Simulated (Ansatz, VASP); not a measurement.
ZrC in VASP and in Ansatz

```
CELL_PARAMETERS angstrom
0.00000 2.30264 2.30264
2.30264 0.00000 2.30264
2.30264 2.30264 0.00000
ATOMIC_POSITIONS crystal
Zr 0.50000 0.50000 0.50000
C 0.00000 0.00000 0.00000
```

Change from the starting cell: volume scaled by 0.9405, PAW files.

Alike in both runs: task electric field gradients; functional PBEsol; k mesh 15 × 15 × 15; occupations fermi-dirac, width 0.05 eV; no spin polarisation.

```csv
,VASP,Ansatz
version,VASP 6.6.1,Ansatz 0.2.0
potentials or method,"VASP PAW PBE potentials, release 64 (Zr_sv, C)","PAW with Ansatz's default frozen-core files, scalar-relativistic"
plane-wave cutoff (eV),520,420
valence electrons in the cell,16,16
```

|  | VASP | Ansatz | Ansatz less VASP |
| --- | --- | --- | --- |
| pressure (GPa) | 11.0 | 10.6 | -0.42 |

VASP's potentials were made for PBE, not for PBEsol. The functional is the same, so the differences come from potentials, cutoffs and numerics.
